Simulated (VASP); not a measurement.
# SiC (P6_3mc) in VASP: notebook, part 3 of 3

VASP 6.6.1.

## (4) Single point, PBEsol

This run uses another cell than the first one, of 9.57 Å³/atom.

INCAR reads:

```
SYSTEM = SiC
PREC = Accurate ; ENCUT = 520
EDIFF = 1E-6 ; ISMEAR = -1
SIGMA = 0.05 ; LREAL = .False.
LASPH = .True. ; NELM = 60
ALGO = Normal ; ISIF = 2
LWAVE = .False. ; LCHARG = .False.
GGA = PS ; NBANDS = 16
```

KPOINTS reads:

```
Automatic mesh
0
Gamma
  10 10 5
  0 0 0
```

POSCAR reads:

```
SiC
1.0
    2.9978912199      0.0000000000      0.0000000000
   -1.4989456099      2.5962499542      0.0000000000
    0.0000000000      0.0000000000      4.9164141477
Si C
2 2
Direct
    0.6666666667      0.3333333333      0.5046133752
    0.3333333333      0.6666666667      0.0046133752
    0.6666666667      0.3333333333      0.8803866248
    0.3333333333      0.6666666667      0.3803866248
```

Potentials or basis: VASP PAW PBE potentials, release 64 (Si, C).

The run is started by

```console
$ cat potpaw_PBE.64/Si/POTCAR potpaw_PBE.64/C/POTCAR > POTCAR
$ mpirun -np 1 vasp_std > vasp.out
```

OUTCAR:

```text
SYSTEM = SiC
   PREC = Accurate
   ENCUT = 520
   EDIFF = 1E-6
   ISMEAR = -1
   LREAL = .False.
   LASPH = .True.
   NELM = 60
   ISIF = 2
   GGA = PS

 ion  position               nearest neighbor table
   1  0.667  0.333  0.505-   4 1.84   4 1.84   4 1.84   3 1.85   2 3.01   2 3.01   2 3.01   2 3.01
                             2 3.01   2 3.01
   2  0.333  0.667  0.005-   3 1.84   3 1.84   3 1.84   4 1.85   1 3.01   1 3.01   1 3.01   1 3.01
                             1 3.01   1 3.01
   3  0.667  0.333  0.880-   2 1.84   2 1.84   2 1.84   1 1.85
   4  0.333  0.667  0.380-   1 1.84   1 1.84   1 1.84   2 1.85

  LATTYP: Found a hexagonal cell.
 ALAT       =     2.9978912199
 C/A-ratio  =     1.6399574858

  Lattice vectors:

 A1 = (   2.9978912199,   0.0000000000,   0.0000000000)
 A2 = (  -1.4989456099,   2.5962499542,   0.0000000000)
 A3 = (   0.0000000000,   0.0000000000,   4.9164141477)

Analysis of symmetry for initial positions (statically):
=====================================================================
 Subroutine PRICEL returns:
 Original cell was already a primitive cell.

 Routine SETGRP: Setting up the symmetry group for a
 hexagonal supercell.

 Subroutine GETGRP returns: Found 12 space group operations
 (whereof  6 operations were pure point group operations)
 out of a pool of 24 trial point group operations.

The static configuration has the point symmetry C_3v.
 The point group associated with its full space group is C_6v.

Analysis of symmetry for dynamics (positions and initial velocities):
=====================================================================
 Subroutine PRICEL returns:
 Original cell was already a primitive cell.

 Routine SETGRP: Setting up the symmetry group for a
 hexagonal supercell.

 Subroutine GETGRP returns: Found 12 space group operations
 (whereof  6 operations were pure point group operations)
 out of a pool of 24 trial point group operations.

The dynamic configuration has the point symmetry C_3v.
 The point group associated with its full space group is C_6v.

 Subroutine INISYM returns: Found 12 space group operations
 (whereof  6 operations are pure point group operations),
 and found     1 'primitive' translations

----------------------------------------------------------------------------------------

                                     Primitive cell

  volume of cell :      38.2658

  direct lattice vectors                    reciprocal lattice vectors
     2.997891220  0.000000000  0.000000000     0.333567807  0.192585463  0.000000000
    -1.498945610  2.596249954  0.000000000     0.000000000  0.385170926  0.000000000
     0.000000000  0.000000000  4.916414148     0.000000000  0.000000000  0.203400277

  length of vectors
     2.997891220  2.997891220  4.916414148     0.385170926  0.385170926  0.203400277

  position of ions in fractional coordinates (direct lattice)
     0.666666667  0.333333333  0.504613375
     0.333333333  0.666666667  0.004613375
     0.666666667  0.333333333  0.880386625
     0.333333333  0.666666667  0.380386625

  ion indices of the primitive-cell ions
   primitive index   ion index
                 1           1
                 2           2
                 3           3
                 4           4

[... 31 lines left out ...]
  0.300000 -0.000000  0.000000      6.000000
  0.400000 -0.000000  0.000000      6.000000
  0.500000  0.000000  0.000000      3.000000
[... 16 lines left out ...]
  0.300000  0.100000  0.200000     24.000000
  0.400000  0.100000  0.200000     24.000000
 [... further k-points ...]
   k-points           NKPTS =     42   k-points in BZ     NKDIM =     42   number of bands    NBANDS=     16
   number of dos      NEDOS =    301   number of ions     NIONS =      4
   total plane-waves  NPLWV =  23040
   dimension x,y,z NGX =    24 NGY =   24 NGZ =   40
   dimension x,y,z NGXF=    48 NGYF=   48 NGZF=   80
   ions per type =               2   2
   NGX,Y,Z   is equivalent  to a cutoff of  13.31, 13.31, 13.53 a.u.
   NGXF,Y,Z  is equivalent  to a cutoff of  26.62, 26.62, 27.05 a.u.
 SYSTEM =  SiC
   PREC   = accura    normal or accurate (medium, high low for compatibility)
   ISTART =      0    job   : 0-new  1-cont  2-samecut
   ICHARG =      2    charge: 1-file 2-atom 10-const
   ISPIN  =      1    spin polarized calculation?
   LNONCOLLINEAR =      F non collinear calculations
   LSORBIT =      F    spin-orbit coupling
   LASPH  =      T    aspherical Exc in radial PAW
   ENCUT  =  520.0 eV  38.22 Ry    6.18 a.u.   5.57  5.57  9.14*2*pi/ulx,y,z
   NELM   =     60;   NELMIN=  2; NELMDL= -5     # of ELM steps
   EDIFF  = 0.1E-05   stopping-criterion for ELM
   LREAL  =      F    real-space projection
   EDIFFG = 0.1E-04   stopping-criterion for IOM
   NSW    =      0    number of steps for IOM
   IBRION =     -1    ionic relax: 0-MD 1-quasi-New 2-CG
   NFREE  =      0    steps in history (QN), initial steepest desc. (CG)
   ISIF   =      2    stress and relaxation
   ISYM   =      2    0-nonsym 1-usesym 2-fastsym
   POTIM  = 0.5000    time-step for ionic-motion
   TEBEG  =    0.0;   TEEND  =   0.0 temperature during run
   PSTRESS=    0.0 pullay stress
   NELECT =      16.0000    total number of electrons
   NUPDOWN=      -1.0000    fix difference up-down
   EMIN   =  10.00;   EMAX   =-10.00  energy-range for DOS
   EFERMI =   0.00;   METHOD = LEGACY
   ISMEAR =    -1;   SIGMA  =   0.05  broadening in eV -4-tet -1-fermi 0-gaus
   EFERMI_NEDOS =   21; number of points for ismear=-14 and -15
   IALGO  =     38    algorithm
   IMIX   =      4    mixing-type and parameters
     AMIX     =   0.40;   BMIX     =  1.00
     AMIX_MAG =   1.60;   BMIX_MAG =  1.00
  volume/ion in A,a.u.               =       9.57        64.56
  Fermi-wavevector in a.u.,A,eV,Ry     =   1.224178  2.313361 20.389849  1.498612
  Thomas-Fermi vector in A             =   2.359262
   LORBIT       =      0    0 simple, 1 ext, 2 COOP (PROOUT), +10 PAW based schemes
   GGA     = PS    functional components
   LHFCALC =     F    Hartree Fock is set to
   AEXX    =    0.0000 exact exchange contribution
   IVDW    =     0    specifies the selected vdW correction
   LEPSILON=     F    determine dielectric tensor
   LRPA    =     F    only Hartree local field effects (RPA)
 non-spin polarized calculation
  energy-cutoff  :      520.00
  volume of cell :       38.27
 maximum number of plane-waves:      1050
 NGX is ok and might be reduce to    24
   NGX = 11   NGY = 11   NGZ = 19

 number of electron      15.9999998 magnetization

 Free energy of the ion-electron system (eV)
  ---------------------------------------------------
  ext. energy  EPLUGINS =         0.00000000
  ---------------------------------------------------
  free energy    TOTEN  =       -31.63133079 eV

  energy without entropy =      -31.63133079  energy(sigma->0) =      -31.63133079

 E-fermi :  10.0748     XC(G=0): -11.8374

 val. band max:        9.1170297097   @ k =   0.0000   0.0000   0.0000
 cond. band min:      11.2591727359   @ k =   0.3000   0.3000   0.0000
 fundamental gap:      2.1421430261
 Fermi energy:        10.0748412517

 k-point     1 :       0.0000    0.0000    0.0000
  band No.  band energies     occupation
      1      -7.1095      2.00000
      2      -3.1976      2.00000
      3      -0.1076      2.00000
      4       7.7570      2.00000
      5       7.7570      2.00000
      6       9.0037      2.00000
[... 433 lines left out ...]
      3       0.6578      2.00000
      4       2.2610      2.00000
      5       4.1802      2.00000
      6       5.1457      2.00000
[... 8 lines left out ...]
     15      21.2965      0.00000
     16      22.7769      0.00000

 [... further k-points ...]

------------------------ aborting loop because EDIFF is reached ----------------------------------------

  FORCE on cell =-STRESS in cart. coord.  units (eV):
  Direction    XX          YY          ZZ          XY          YZ          ZX
  --------------------------------------------------------------------------------------
  -------------------------------------------------------------------------------------
  Total        4.9004317      4.9004317      4.8972207      0.0000000      0.0000000      0.0000000
  in kB      205.1795572    205.1795572    205.0451132      0.0000000      0.0000000      0.0000000
  external PRESSURE =     205.1347425 kB  Pullay stress =       0.0000000 kB

 VOLUME and BASIS-vectors are now :
 -----------------------------------------------------------------------------
  energy-cutoff  :      520.00
  volume of cell :       38.27
      direct lattice vectors                 reciprocal lattice vectors
     2.997891220  0.000000000  0.000000000     0.333567807  0.192585463  0.000000000
    -1.498945610  2.596249954  0.000000000     0.000000000  0.385170926  0.000000000
     0.000000000  0.000000000  4.916414148     0.000000000  0.000000000  0.203400277

 POSITION                                       TOTAL-FORCE (eV/Angst)
 -----------------------------------------------------------------------------------
      1.49895      0.86542      2.48089        -0.000000      0.000000      0.000321
     -0.00000      1.73083      0.02268         0.000000      0.000000      0.000321
      1.49895      0.86542      4.32835        -0.000000     -0.000000     -0.000321
     -0.00000      1.73083      1.87014         0.000000      0.000000     -0.000321
 -----------------------------------------------------------------------------------
    total drift:                                0.000000      0.000000      0.000152

  FREE ENERGIE OF THE ION-ELECTRON SYSTEM (eV)
  ---------------------------------------------------
  free  energy   TOTEN  =       -31.6313307874 eV

  energy  without entropy=      -31.6313307874  energy(sigma->0) =      -31.63133079
```

OSZICAR:

```text
N       E                     dE             d eps       ncg     rms          rms(c)
DAV:   1     0.230718788679E+02    0.23072E+02   -0.72274E+03  1344   0.901E+02
DAV:   2    -0.333514988080E+02   -0.56423E+02   -0.51483E+02  1944   0.161E+02
DAV:   3    -0.356941998904E+02   -0.23427E+01   -0.23340E+01  1760   0.296E+01
DAV:   4    -0.357092488672E+02   -0.15049E-01   -0.15047E-01  1672   0.295E+00
DAV:   5    -0.357093855293E+02   -0.13666E-03   -0.13666E-03  1704   0.260E-01    0.136E+01
DAV:   6    -0.318199022712E+02    0.38895E+01   -0.63969E+00  1704   0.157E+01    0.639E+00
DAV:   7    -0.316643504133E+02    0.15555E+00   -0.12493E+00  1872   0.661E+00    0.257E+00
DAV:   8    -0.316349001575E+02    0.29450E-01   -0.63260E-02  1552   0.151E+00    0.644E-01
DAV:   9    -0.316312067252E+02    0.36934E-02   -0.73075E-03  1736   0.585E-01    0.109E-01
DAV:  10    -0.316313257647E+02   -0.11904E-03   -0.61398E-04  1664   0.150E-01    0.509E-02
DAV:  11    -0.316313307737E+02   -0.50091E-05   -0.26381E-05  1760   0.394E-02    0.120E-02
DAV:  12    -0.316313307874E+02   -0.13679E-07   -0.25578E-06  1624   0.976E-03
   1 F= -.31631331E+02 E0= -.31631331E+02  d E =-.700716E-10
```

stdout:

```text
POSCAR found type information on POSCAR SiC
 POSCAR found :  2 types and       4 ions
 scaLAPACK will be used
 -----------------------------------------------------------------------------
|                                                                             |
|                                                                             |
|     You enforced a specific xc type in the INCAR file but a different       |
|     I HOPE YOU KNOW WHAT YOU ARE DOING!                                     |
|                                                                             |
 -----------------------------------------------------------------------------

 LDA part: xc-table for (Slater+PW92), standard interpolation
 POSCAR, INCAR and KPOINTS ok, starting setup
 FFT: planning ... GRIDC
 FFT: planning ... GRID_SOFT
 FFT: planning ... GRID
 WAVECAR not read
 entering main loop
```

Run time: 10 s. Hardware: 1 thread of AMD EPYC 9R45 (Zen 5), shared host; peak memory 0.13 GiB.

Results:

| Quantity | Value |
| --- | --- |
| Free energy | -31.6313 eV |
| Pressure | 20.5 GPa |
| Band gap on the k mesh | 2.14 eV (least direct gap 4.00 eV) |

Levels at points of the mesh, in eV from the valence-band top:
| k point | band 6 | band 7 | band 8 | band 9 | band 10 | band 11 |
| --- | --- | --- | --- | --- | --- | --- |
| (0.00, 0.00, 0.00) | -0.11 | 0.00 | 0.00 | 5.40 | 6.96 | 7.06 |
| (0.50, 0.00, 0.00) | -3.57 | -3.51 | -1.22 | 2.78 | 4.20 | 7.35 |

Caveat: the cell stands under pressure; the PAW data sets were made with another functional, which shifts forces and pressure a little. As with any semilocal functional, this PBEsol gap is likely too small.

## (5) Overview

| level | cell | k mesh | grid for exact exchange (PRECFOCK) | share of exact exchange | screening parameter | gap on the mesh (eV) | pressure (GPa) |
| --- | --- | --- | --- | --- | --- | --- | --- |
| PBE-based screened hybrid with 50 % exact exchange | a = 3.076, b = 3.076, c = 5.048 Å, angles 90.0, 90.0, 120.0°, 4 atoms, atomic positions A | 6 × 6 × 3 | Normal | 0.5 | 0.20787 1/Å | 4.12 | -6.1 |
| PBEsol | a = 2.966, b = 2.966, c = 4.863 Å, angles 90.0, 90.0, 120.0°, 4 atoms, atomic positions B | 10 × 10 × 5 | - | - | - | 2.09 | 30.6 |
| PBEsol | a = 2.998, b = 2.998, c = 4.916 Å, angles 90.0, 90.0, 120.0°, 4 atoms, atomic positions B | 10 × 10 × 5 | - | - | - | 2.14 | 20.5 |

Alike in all rows: task single point; potentials or basis VASP PAW PBE potentials, release 64 (Si, C); no spin polarisation; cutoff (eV) 520; smearing fermi-dirac 0.05 eV.

Caveats: the PAW data sets were made with another functional, which shifts forces and pressure a little; the cell stands under pressure (at least some runs); the cell stands under tension (at least some runs).

Total energies depend on the potentials used, so only differences within one code and one set of settings carry meaning.
